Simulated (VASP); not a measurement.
Wanted: the native input for a VASP 6.6.1 run.

```
Task                   : single point
Functional             : r2SCAN
Potentials or basis    : VASP PAW PBE potentials, release 64 (Pb_d, S)
Cutoff                 : 520 eV
k mesh                 : 7 × 7 × 6
Occupations            : fermi-dirac, width 0.05 eV
Spin                   : no spin polarisation
Dipole correction      : no
Further INCAR settings : ALGO = Normal; EDIFF = 1e-06; NBANDS = 28
```

PbS:

```
Pb S
1.0
     2.09373   -6.03098    0.00000
     2.09373    6.03098    0.00000
     0.00000    0.00000    4.30766
Pb S
2 2
Direct
  0.13056 0.86944 0.25000
  0.86944 0.13056 0.75000
  0.35480 0.64520 0.25000
  0.64520 0.35480 0.75000
```

These files were run (other wordings do the same):

POSCAR

```
PbS
1.0
    2.0937276176     -6.0309754840      0.0000000000
    2.0937276176      6.0309754840      0.0000000000
    0.0000000000      0.0000000000      4.3076616397
Pb S
2 2
Direct
    0.1305633500      0.8694366500      0.2500000000
    0.8694366500      0.1305633500      0.7500000000
    0.3547970900      0.6452029100      0.2500000000
    0.6452029100      0.3547970900      0.7500000000
```

INCAR.step1

```
SYSTEM = PbS
  PREC = Accurate
  ENCUT = 520
  ISMEAR = -1
  SIGMA = 0.05
  LREAL = .FALSE.
  LASPH = .TRUE.
  NELM = 80
  NBANDS = 28
  GGA = PE
  ALGO = Normal
  EDIFF = 1E-4
  LWAVE = .TRUE.
  LCHARG = .FALSE.
```

INCAR.step2

```
SYSTEM = PbS
  PREC = Accurate
  ENCUT = 520
  EDIFF = 1E-6
  ISMEAR = -1
  SIGMA = 0.05
  LREAL = .FALSE.
  LASPH = .TRUE.
  NELM = 80
  ALGO = Normal
  ISIF = 2
  LWAVE = .FALSE.
  LCHARG = .FALSE.
  METAGGA = R2SCAN
  LMIXTAU = .TRUE.
  NBANDS = 28
  ISTART = 1
```

KPOINTS

```
Automatic mesh
0
G
  7 7 6
  0 0 0
```

Potentials or basis: VASP PAW PBE potentials, release 64 (Pb_d, S).

Launch:

```console
$ cat potpaw_PBE.64/Pb_d/POTCAR potpaw_PBE.64/S/POTCAR > POTCAR
$ cp INCAR.step1 INCAR
$ mpirun -np 1 vasp_std > vasp.out
$ cp INCAR.step2 INCAR
$ mpirun -np 1 vasp_std > vasp.out
```

It gave:

| Quantity | Value |
| --- | --- |
| Pressure | -1.1 GPa |
| Largest force | 0.128 eV/Å |
| Band gap on the k mesh | 1.57 eV (least direct gap 1.78 eV) |

Caveat: the PAW data sets were made with another functional, which shifts forces and pressure a little; spin-orbit coupling is left out, which moves the levels of the heavy elements; an odd mesh through Γ misses points on the zone boundary, where band edges can lie.

Run time: 8.4 min on 1 thread of Intel(R) Xeon(R) Platinum 8488C (Sapphire Rapids) (shared host), peak memory 0.39 GiB.
